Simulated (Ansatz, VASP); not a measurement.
**Cu: VASP beside Ansatz**

```xyz
2
Lattice="2.5202 0.0000 0.0000 -1.2601 2.1826 0.0000 0.0000 0.0000 4.1178" Properties=species:S:1:pos:R:3 pbc="T T T"
Cu    0.0000    1.4550    1.0295
Cu    1.2601    0.7275    3.0884
```

Alike in both runs: functional PBEsol; k mesh 18 × 18 × 10; occupations fermi-dirac, width 0.05 eV; no spin polarisation.

Ansatz relaxed the structure, and its values are those at the end. VASP's run is a single point on that final structure, the one shown.

```csv
,VASP,Ansatz
version,VASP 6.6.1,Ansatz 0.2.0
potentials or method,"VASP PAW PBE potentials, release 64 (Cu)","PAW with Ansatz's default frozen-core files, scalar-relativistic"
plane-wave cutoff (eV),520,420
valence electrons in the cell,22,38
```

```csv
,VASP,Ansatz,Ansatz less VASP
pressure (GPa),0.7,0.0,-0.71
```

VASP's potentials were made for PBE, not for PBEsol. With one functional, cell and mesh, what is left measures potentials, basis and numerics. VASP's potentials hold 22 valence electrons a cell and Ansatz's 38, so a difference there can come from the potentials and not from the codes.
